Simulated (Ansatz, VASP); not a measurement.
## NaH: VASP beside Ansatz

Contents of INCAR:

```
ALGO     = Normal         # electronic algorithm
EDIFF    = 1E-6           # SCF threshold, eV
ENCUT    = 500            # plane-wave cutoff, eV
GGA      = PE             # functional
GGA_COMPAT= False        
ISIF     = 2              # what is computed and relaxed
ISMEAR   = 0              # smearing method
ISYM     = 0            
LASPH    = True           # aspherical terms in the spheres
LCHARG   = True           # write CHGCAR
LELF     = True           # ELF
LREAL    = False          # projectors in reciprocal space
LVHAR    = True         
LWAVE    = False          # write WAVECAR
NBANDS   = 11             # bands
NELM     = 120            # most SCF steps
PREC     = Accurate       # precision mode
SIGMA    = 0.01           # smearing width, eV
```

The input KPOINTS:

```
k-points
0
Gamma
  6 6 6
```

The input POSCAR:

```
NaH
1.0
    2.9323912064      0.0000000000      0.0000000000
    0.0000000000      2.9323912064      0.0000000000
    0.0000000000      0.0000000000      2.9323912064
Na H
1 1
Direct
    0.0000000000      0.0000000000      0.0000000000
    0.5000000000      0.5000000000      0.5000000000
```

Input for Ansatz:

```yaml
crystal:
  lattice:
    - [2.9323912064, 0.0, 0.0]
    - [0.0, 2.9323912064, 0.0]
    - [0.0, 0.0, 2.9323912064]
  atoms:
    - { symbol: Na, position: [0.0, 0.0, 0.0] }
    - { symbol: H, position: [0.5, 0.5, 0.5] }
  symmetry: { detect: false }
kpoints:
  mp_grid: { grid: [6, 6, 6] }
hamiltonian:
  xc: pbe
scf:
  occupations: { method: fixed }
  n_extra_bands: 4
output:
  forces: true
  stress: true
  eigenvalues: true
```

Alike in both runs: task single point; functional PBE; k mesh 6 × 6 × 6; no spin polarisation.

|  | VASP | Ansatz |
| --- | --- | --- |
| version | VASP 6.6.1 | Ansatz 0.2.0 |
| potentials or method | VASP PAW PBE potentials, release 64 (Na_pv, H) | plane waves |
| plane-wave cutoff (eV) | 500 | 420 |
| occupations | gaussian, width 0.01 eV | fixed |
| valence electrons in the cell | 8 | 10 |

|  | VASP | Ansatz | Ansatz less VASP |
| --- | --- | --- | --- |
| gap on the k mesh at the Fermi level (eV) | 1.03 | 1.03 | +0.003 |
| pressure (GPa) | 0.7 | 0.8 | +0.11 |

VASP's potentials hold 8 valence electrons a cell and Ansatz's 10, so a difference there can come from the potentials and not from the codes.
